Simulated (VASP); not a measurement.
# WS2 (Cm) in VASP: a series of runs

The runs below take WS2 through single point, with PBEsol.

All numbers are computed with VASP 6.6.1; they aren't measurements. Logs are shortened: lines on timing, memory, paths and dates and some standing lists are left out, and cuts for length are marked.

## (1) The cell of the first run

The structure is monoclinic, space group Cm (No. 8). The conventional cell has a = 5.470 Å, b = 3.158 Å, c = 18.630 Å, α = 90.00°, β = 97.03°, γ = 90.00°. Within 3.2 Å of W (site symmetry m) lie 6 S at 2.39 to 2.42 Å and 6 W at 3.16 Å. Within 2.2 Å of W (site symmetry m) lie 1 S at 1.65 Å. W (site symmetry m) has 6 S at 2.39 to 2.42 Å and 6 W at 3.16 Å within 3.2 Å. Within 3.2 Å of S (site symmetry m) lie 3 W at 2.39 Å and 7 S at 3.13 to 3.16 Å. Within 3.2 Å of S (site symmetry m) lie 3 W at 2.39 Å and 7 S at 3.13 to 3.16 Å. S (site symmetry m) has 3 W at 2.39 Å and 6 S at 3.16 Å within 3.2 Å. Within 3.2 Å of S (site symmetry m) lie 3 W at 2.42 Å and 7 S at 3.13 to 3.16 Å. S (site symmetry m) has 3 W at 2.42 Å and 7 S at 3.13 to 3.16 Å within 3.2 Å.

## (2) Single point, PBEsol

The input, INCAR:

```
PREC = Accurate
ENCUT = 520
EDIFF = 1E-6
ISMEAR = 0
SIGMA = 0.05
LREAL = False
LASPH = True
NELM = 60
ALGO = Normal
ISIF = 2
LWAVE = False
LCHARG = False
GGA = PS
NBANDS = 49
```

The input, KPOINTS:

```
regular mesh
0
Gamma
  10 10 2
```

The input, POSCAR:

```
WS2
1.0
   -1.5790003843     -2.7349088907      0.0000000000
    1.5790003843     -2.7349088907      0.0000000000
    0.0000000000     -2.2792730695     18.4899900000
W S
3 6
Direct
   -0.2956486500     -0.2956486500      0.7095000000
    0.3154846833      0.3154846833      0.0428333333
    0.5099180167      0.5099180167      0.3761666667
    0.8084013400      0.8084013400      0.4598000000
    0.0028346733      0.0028346733      0.7931333333
    0.6139680067      0.6139680067      0.1264666667
    0.8789486500      0.8789486500      0.2905000000
    0.0733819833      0.0733819833      0.6238333333
    0.2678153167      0.2678153167      0.9571666667
```

Potentials or basis: VASP PAW PBE potentials, release 64 (W_sv, S).

On the command line:

```bash
cat potpaw_PBE.64/W_sv/POTCAR potpaw_PBE.64/S/POTCAR > POTCAR
mpirun -np 1 vasp_std > vasp.out
```

OUTCAR:

```text
PREC = Accurate
   ENCUT = 520
   EDIFF = 1E-6
   ISMEAR = 0
   LREAL = False
   LASPH = True
   NELM = 60
   ISIF = 2
   GGA = PS

 ion  position               nearest neighbor table
   1  0.704  0.704  0.709-   5 2.39   5 2.39   5 2.39   8 2.42   8 2.42   8 2.42
   2  0.315  0.315  0.043-   9 1.65   6 2.39   6 2.39   6 2.39
   3  0.510  0.510  0.376-   4 2.39   4 2.39   4 2.39   7 2.42   7 2.42   7 2.42
   4  0.808  0.808  0.460-   3 2.39   3 2.39   3 2.39
   5  0.003  0.003  0.793-   1 2.39   1 2.39   1 2.39
   6  0.614  0.614  0.126-   2 2.39   2 2.39   2 2.39
   7  0.879  0.879  0.291-   3 2.42   3 2.42   3 2.42
   8  0.073  0.073  0.624-   1 2.42   1 2.42   1 2.42
   9  0.268  0.268  0.957-   2 1.65

  LATTYP: Found a base centered monoclinic cell.
 ALAT       =     5.4698177814
 B/A-ratio  =     0.5773502692
 C/A-ratio  =     3.4059533263
 COS(beta)  =    -0.1223446008

  Lattice vectors:

 A1 = (   1.5790003843,   2.7349088907,   0.0000000000)
 A2 = (  -1.5790003843,   2.7349088907,   0.0000000000)
 A3 = (   0.0000000000,  -2.2792730695,  18.4899900000)

Analysis of symmetry for initial positions (statically):
=====================================================================
 Subroutine PRICEL returns:
 Original cell was already a primitive cell.

 Routine SETGRP: Setting up the symmetry group for a
 base centered monoclinic supercell.

 Subroutine GETGRP returns: Found  2 space group operations
 (whereof  2 operations were pure point group operations)
 out of a pool of  4 trial point group operations.

The static configuration has the point symmetry C_1h.

Analysis of symmetry for dynamics (positions and initial velocities):
=====================================================================
 Subroutine PRICEL returns:
 Original cell was already a primitive cell.

 Routine SETGRP: Setting up the symmetry group for a
 base centered monoclinic supercell.

 Subroutine GETGRP returns: Found  2 space group operations
 (whereof  2 operations were pure point group operations)
 out of a pool of  4 trial point group operations.

The dynamic configuration has the point symmetry C_1h.

 Subroutine INISYM returns: Found  2 space group operations
 (whereof  2 operations are pure point group operations),
 and found     1 'primitive' translations

----------------------------------------------------------------------------------------

                                     Primitive cell

  volume of cell :     159.6952

  direct lattice vectors                    reciprocal lattice vectors
    -1.579000384 -2.734908891  0.000000000    -0.316656034 -0.182821447 -0.022536518
     1.579000384 -2.734908891  0.000000000     0.316656034 -0.182821447 -0.022536518
     0.000000000 -2.279273069 18.489990000     0.000000000  0.000000000  0.054083318

  length of vectors
     3.158000769  3.158000769 18.629944067     0.366336758  0.366336758  0.054083318

  position of ions in fractional coordinates (direct lattice)
     0.704351350  0.704351350  0.709500000
     0.315484683  0.315484683  0.042833333
     0.509918017  0.509918017  0.376166667
     0.808401340  0.808401340  0.459800000
     0.002834673  0.002834673  0.793133333
     0.613968007  0.613968007  0.126466667
     0.878948650  0.878948650  0.290500000
     0.073381983  0.073381983  0.623833333
     0.267815317  0.267815317  0.957166667

  ion indices of the primitive-cell ions
   primitive index   ion index
                 1           1
                 2           2
                 3           3
                 4           4
                 5           5
                 6           6
                 7           7
                 8           8
                 9           9

----------------------------------------------------------------------------------------

 KPOINTS: regular mesh

Automatic generation of k-mesh.
 Grid dimensions read from file:
 generate k-points for:   10   10    2

 Generating k-lattice:

  Cartesian coordinates                     Fractional coordinates (reciprocal lattice)
    -0.031665603 -0.018282145 -0.002253652     0.100000000  0.000000000  0.000000000
     0.031665603 -0.018282145 -0.002253652     0.000000000  0.100000000  0.000000000
     0.000000000  0.000000000  0.027041659     0.000000000  0.000000000  0.500000000

  Length of vectors
     0.036633676  0.036633676  0.027041659

  Shift w.r.t. Gamma in fractional coordinates (k-lattice)
     0.000000000  0.000000000  0.000000000

 Subroutine IBZKPT returns following result:
 ===========================================

 Found     62 irreducible k-points:

 Following reciprocal coordinates:
            Coordinates               Weight
  0.000000  0.000000  0.000000      1.000000
  0.100000 -0.000000  0.000000      4.000000
  0.200000 -0.000000  0.000000      4.000000
  0.300000  0.000000  0.000000      4.000000
  0.400000 -0.000000 -0.000000      4.000000
  0.500000  0.000000 -0.000000      2.000000
[... 16 lines left out ...]
  0.300000  0.300000  0.000000      2.000000
  0.400000  0.300000  0.000000      4.000000
 [... further k-points ...]
   k-points           NKPTS =     62   k-points in BZ     NKDIM =     62   number of bands    NBANDS=     49
   number of dos      NEDOS =    301   number of ions     NIONS =      9
   total plane-waves  NPLWV =  80640
   dimension x,y,z NGX =    24 NGY =   24 NGZ =  140
   dimension x,y,z NGXF=    48 NGYF=   48 NGZF=  280
   ions per type =               3   6
   NGX,Y,Z   is equivalent  to a cutoff of  12.63, 12.63, 12.49 a.u.
   NGXF,Y,Z  is equivalent  to a cutoff of  25.27, 25.27, 24.99 a.u.
 SYSTEM =  unknown system
   PREC   = accura    normal or accurate (medium, high low for compatibility)
   ISTART =      0    job   : 0-new  1-cont  2-samecut
   ICHARG =      2    charge: 1-file 2-atom 10-const
   ISPIN  =      1    spin polarized calculation?
   LNONCOLLINEAR =      F non collinear calculations
   LSORBIT =      F    spin-orbit coupling
   LASPH  =      T    aspherical Exc in radial PAW
   ENCUT  =  520.0 eV  38.22 Ry    6.18 a.u.   5.87  5.87 34.64*2*pi/ulx,y,z
   NELM   =     60;   NELMIN=  2; NELMDL= -5     # of ELM steps
   EDIFF  = 0.1E-05   stopping-criterion for ELM
   LREAL  =      F    real-space projection
   EDIFFG = 0.1E-04   stopping-criterion for IOM
   NSW    =      0    number of steps for IOM
   IBRION =     -1    ionic relax: 0-MD 1-quasi-New 2-CG
   NFREE  =      0    steps in history (QN), initial steepest desc. (CG)
   ISIF   =      2    stress and relaxation
   ISYM   =      2    0-nonsym 1-usesym 2-fastsym
   POTIM  = 0.5000    time-step for ionic-motion
   TEBEG  =    0.0;   TEEND  =   0.0 temperature during run
   PSTRESS=    0.0 pullay stress
   NELECT =      78.0000    total number of electrons
   NUPDOWN=      -1.0000    fix difference up-down
   EMIN   =  10.00;   EMAX   =-10.00  energy-range for DOS
   EFERMI =   0.00;   METHOD = LEGACY
   ISMEAR =     0;   SIGMA  =   0.05  broadening in eV -4-tet -1-fermi 0-gaus
   EFERMI_NEDOS =   21; number of points for ismear=-14 and -15
   IALGO  =     38    algorithm
   IMIX   =      4    mixing-type and parameters
     AMIX     =   0.40;   BMIX     =  1.00
     AMIX_MAG =   1.60;   BMIX_MAG =  1.00
  volume/ion in A,a.u.               =      17.74       119.74
  Fermi-wavevector in a.u.,A,eV,Ry     =   1.289266  2.436359 22.615688  1.662206
  Thomas-Fermi vector in A             =   2.421169
   LORBIT       =      0    0 simple, 1 ext, 2 COOP (PROOUT), +10 PAW based schemes
   GGA     = PS    functional components
   LHFCALC =     F    Hartree Fock is set to
   AEXX    =    0.0000 exact exchange contribution
   IVDW    =     0    specifies the selected vdW correction
   LEPSILON=     F    determine dielectric tensor
   LRPA    =     F    only Hartree local field effects (RPA)
 non-spin polarized calculation
 Gauss-broadening in eV      SIGMA  =   0.05
  energy-cutoff  :      520.00
  volume of cell :      159.70
 maximum number of plane-waves:      4330
   NGX = 11   NGY = 11   NGZ = 69

 number of electron      78.0000000 magnetization

 Free energy of the ion-electron system (eV)
  ---------------------------------------------------
  ext. energy  EPLUGINS =         0.00000000
  ---------------------------------------------------
  free energy    TOTEN  =       -66.14121065 eV

  energy without entropy =      -66.14121065  energy(sigma->0) =      -66.14121065

 E-fermi :   7.7857     XC(G=0): -11.0748

 val. band max:        7.5638623992   @ k =  -0.1000   0.1000   0.0000
 cond. band min:       8.0434396636   @ k =  -0.2000   0.2000   0.5000
 fundamental gap:      0.4795772644
 Fermi energy:         7.7856777832

 k-point     1 :       0.0000    0.0000    0.0000
  band No.  band energies     occupation
      1     -67.3642      2.00000
      2     -67.1580      2.00000
      3     -66.6191      2.00000
      4     -32.5476      2.00000
      5     -31.6354      2.00000
      6     -31.4517      2.00000
[... 41 lines left out ...]
     48       9.9087      0.00000
     49       9.9106      0.00000

 k-point     2 :       0.1000   -0.0000    0.0000
  band No.  band energies     occupation
      1     -67.3624      2.00000
      2     -67.1562      2.00000
      3     -66.6173      2.00000
      4     -32.5437      2.00000
      5     -31.6290      2.00000
      6     -31.4873      2.00000
[... 41 lines left out ...]
     48       9.8093      0.00000
     49      10.0362      0.00000

 k-point     3 :       0.2000   -0.0000    0.0000
  band No.  band energies     occupation
      1     -67.3577      2.00000
      2     -67.1514      2.00000
      3     -66.6127      2.00000
      4     -32.5335      2.00000
      5     -31.6120      2.00000
      6     -31.5799      2.00000
[... 41 lines left out ...]
     48      10.4156      0.00000
     49      10.5719      0.00000

 k-point     4 :       0.3000    0.0000    0.0000
  band No.  band energies     occupation
      1     -67.3519      2.00000
      2     -67.1456      2.00000
      3     -66.6069      2.00000
      4     -32.5213      2.00000
      5     -31.6924      2.00000
      6     -31.5910      2.00000
[... 977 lines left out ...]
     48      10.5892      0.00000
     49      11.0177      0.00000

 k-point    23 :       0.3000    0.3000    0.0000
  band No.  band energies     occupation
      1     -67.3519      2.00000
      2     -67.1456      2.00000
      3     -66.6068      2.00000
      4     -32.5305      2.00000
      5     -31.6926      2.00000
      6     -31.5909      2.00000
[... 41 lines left out ...]
     48      10.6757      0.00000
     49      10.9349      0.00000

 k-point    24 :       0.4000    0.3000    0.0000
  band No.  band energies     occupation
      1     -67.3486      2.00000
      2     -67.1424      2.00000
      3     -66.6036      2.00000
      4     -32.5253      2.00000
      5     -31.7396      2.00000
      6     -31.5792      2.00000
[... 41 lines left out ...]
     48      10.9574      0.00000
     49      11.1672      0.00000

 [... further k-points ...]

------------------------ aborting loop because EDIFF is reached ----------------------------------------

  FORCE on cell =-STRESS in cart. coord.  units (eV):
  Direction    XX          YY          ZZ          XY          YZ          ZX
  --------------------------------------------------------------------------------------
  -------------------------------------------------------------------------------------
  Total        0.8490317      7.8543755     62.3113298      0.0000000    -17.5745028      0.0000000
  in kB        8.5180995     78.8007720    625.1522970      0.0000000   -176.3201142      0.0000000
  external PRESSURE =     237.4903895 kB  Pullay stress =       0.0000000 kB

 VOLUME and BASIS-vectors are now :
 -----------------------------------------------------------------------------
  energy-cutoff  :      520.00
  volume of cell :      159.70
      direct lattice vectors                 reciprocal lattice vectors
    -1.579000384 -2.734908891  0.000000000    -0.316656034 -0.182821447 -0.022536518
     1.579000384 -2.734908891  0.000000000     0.316656034 -0.182821447 -0.022536518
     0.000000000 -2.279273069 18.489990000     0.000000000  0.000000000  0.054083318

 POSITION                                       TOTAL-FORCE (eV/Angst)
 -----------------------------------------------------------------------------------
      0.00000     -5.46982     13.11865         0.000000      0.007732     -0.595182
      0.00000     -1.82327      0.79199         0.000000     -9.130107     37.602002
      0.00000     -3.64655      6.95532         0.000000      0.001020     -0.592115
      0.00000     -5.46982      8.50170         0.000000      0.000437      0.245083
      0.00000     -1.82327     14.66503         0.000000      0.012741      0.242844
      0.00000     -3.64655      2.33837         0.000000     -0.970866      0.789956
      0.00000     -5.46982      5.37134         0.000000     -0.001272      0.319138
      0.00000     -1.82327     11.53467         0.000000      0.000723      0.335538
      0.00000     -3.64655     17.69800         0.000000     10.079591    -38.347262
 -----------------------------------------------------------------------------------
    total drift:                                0.000000      0.000430     -0.000293

  FREE ENERGIE OF THE ION-ELECTRON SYSTEM (eV)
  ---------------------------------------------------
  free  energy   TOTEN  =       -66.1412106489 eV

  energy  without entropy=      -66.1412106489  energy(sigma->0) =      -66.14121065
```

Wall time 3.2 min (1 thread of Intel Xeon 6975P-C (Granite Rapids), shared host); peak memory 0.49 GiB.

What came out:

```
Free energy            : -66.1412 eV
Pressure               : 23.7 GPa
Largest force          : 39.650 eV/Å
Band gap on the k mesh : 0.48 eV (least direct gap 0.63 eV)
```

Forces on the atoms (eV/Å):
```
W     0.000   0.008  -0.595
W     0.000  -9.130  37.602
W     0.000   0.001  -0.592
S     0.000   0.000   0.245
S     0.000   0.013   0.243
S     0.000  -0.971   0.790
S     0.000  -0.001   0.319
S     0.000   0.001   0.336
S     0.000  10.080 -38.347
```

Caveat: atoms lie so close that the PAW spheres overlap strongly, which falsifies energies and pressures; the cell stands under pressure; the PAW data sets were made with another functional, which shifts forces and pressure a little; spin-orbit coupling is left out, which moves the levels of the heavy elements; this functional lacks dispersion, which binds the layers, so the pressure and a relaxed spacing across them are unreliable.

(Part 1 of 2 ends here.)
